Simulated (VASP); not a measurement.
A run of VASP 6.6.1:

Contents of INCAR:

```
PREC = Accurate ; ENCUT = 520
EDIFF = 1E-6 ; ISMEAR = 1
SIGMA = 0.0991 ; LREAL = F
LASPH = T ; NELM = 100
ALGO = Normal ; ISIF = 2
LWAVE = F ; LCHARG = T
GGA = PS ; LELF = T
LVHAR = T ; NBANDS = 35
```

File KPOINTS:

```
Automatic mesh
0
Gamma
  12 12 2
```

The input POSCAR:

```
MoS2
1.0
    3.2673000000      0.0000000000      0.0000000000
   -1.6336500000      2.8295648018      0.0000000000
    0.0000000000      0.0000000000     12.5702639933
Mo S
2 4
Direct
    0.3333333333      0.6666666667      0.2500000000
    0.6666666667      0.3333333333      0.7500000000
    0.3333333333      0.6666666667      0.6259932117
    0.6666666667      0.3333333333      0.1259932117
    0.3333333333      0.6666666667      0.8740067883
    0.6666666667      0.3333333333      0.3740067883
```

Potentials or basis: VASP PAW PBE potentials, release 64 (Mo_sv, S).

Command:

```sh
$ cat potpaw_PBE.64/Mo_sv/POTCAR potpaw_PBE.64/S/POTCAR > POTCAR
$ mpirun -np 1 vasp_std > vasp.out
```

Hardware: 1 thread of Intel(R) Xeon(R) Platinum 8259CL CPU @ 2.50GHz (Skylake/Cascade Lake) (shared host).

Task: How long does it take, and how much memory?

Result: Wall time 110 s on 1 thread of Intel(R) Xeon(R) Platinum 8259CL CPU @ 2.50GHz (Skylake/Cascade Lake), with other jobs on the host, peak memory 0.29 GiB. Counts: scf iterations 15, k points 38.
